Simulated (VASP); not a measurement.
Runs of VASP 6.6.1 on Zn. The structure is that of space group Im-3m (No. 229), or close to it. The cells are those of the table. This isn't the form of Zn at room conditions, which is hcp.

```tsv
cell	gap on the mesh (eV)	pressure (GPa)
a = 2.712 Å, angles 70.5, 109.5, 70.5°, 1 atom	none	0.4
a = 2.500 Å, angles 70.5, 109.5, 70.5°, 1 atom	none	30.8
a = 2.613 Å, angles 70.5, 109.5, 70.5°, 1 atom	none	10.5
a = 2.548 Å, angles 70.5, 109.5, 70.5°, 1 atom	none	(a)
```

Alike in all rows: task single point; level PBE; potentials or basis VASP PAW PBE potentials, release 64 (Zn); no spin polarisation; k mesh 18 × 18 × 18; cutoff (eV) 520; smearing gaussian 0.05 eV.

**Question.** Fill in the values left out.

**Answer.** (a) 20.6.

Caveats: the cell stands under pressure (at least some runs).

A gap of «none» marks levels without a gap at the run's occupations.
